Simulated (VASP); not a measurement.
**NaBe: single point with PBE**

NaBe:

```
Na Be
1.0
     3.38245    0.00000    0.00000
     0.00000    3.38245    0.00000
     0.00000    0.00000    3.38245
Na Be
1 1
Direct
  0.00000 0.00000 0.00000
  0.50000 0.50000 0.50000
```

```yaml
Program: VASP 6.6.1
Task: single point
Functional: PBE
Potentials_or_basis: VASP PAW PBE potentials, release 64 (Na_pv, Be)
Cutoff: 520 eV
k_mesh: 16 × 16 × 16
Occupations: gaussian, width 0.1 eV
Spin: no spin polarisation
```

The pressure is 0.1 GPa. The band gap on the k mesh is zero (an odd number of electrons rules out a gap without spin polarisation).

Levels at points of the mesh, in eV from the Fermi level:
```csv
k point,band 1,band 2,band 3,band 4,band 5,band 6,band 7,band 8
"(0.00, 0.00, 0.00)",-23.51,-23.51,-23.51,-5.65,4.24,4.24,4.24,7.05
"(0.50, 0.00, 0.00)",-23.57,-23.51,-23.51,-3.17,-2.15,5.14,5.14,10.16
"(0.50, 0.50, 0.00)",-23.57,-23.57,-23.50,-0.91,-0.33,-0.33,3.59,6.22
"(0.50, 0.50, 0.50)",-23.56,-23.56,-23.56,1.03,1.03,1.03,1.87,5.35
```

It took 2.5 min on 1 thread of Intel Xeon 8259CL (shared host), peak memory 0.2 GiB.
